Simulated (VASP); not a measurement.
Here is a VASP 6.6.1 calculation.

File INCAR:

```
ALGO     = Normal         # electronic algorithm
EDIFF    = 1E-7           # SCF threshold, eV
ENCUT    = 520            # plane-wave cutoff, eV
GGA      = PE             # functional
ISIF     = 2              # what is computed and relaxed
ISMEAR   = -1             # smearing method
LASPH    = T              # aspherical terms in the spheres
LCHARG   = F              # write CHGCAR
LREAL    = F              # projectors in reciprocal space
LWAVE    = F              # write WAVECAR
NBANDS   = 10             # bands
NELM     = 60             # most SCF steps
PREC     = Accurate       # precision mode
SIGMA    = 0.1            # smearing width, eV
```

File KPOINTS:

```
k-points
0
Gamma
  11 11 11
```

File POSCAR:

```
Rb
1.0
    4.7452761743      0.0000000000      0.0000000000
    0.0000000000      4.7452761743      0.0000000000
    0.0000000000      0.0000000000      4.7452761743
Rb
1
Direct
    0.0000000000      0.0000000000      0.0000000000
```

Potentials or basis: VASP PAW PBE potentials, release 64 (Rb_sv).

The run is started by

```bash
$ cat potpaw_PBE.64/Rb_sv/POTCAR > POTCAR
$ mpirun -np 1 vasp_std > vasp.out
```

Task: Predict the pressure.

Result: -0.1 GPa.
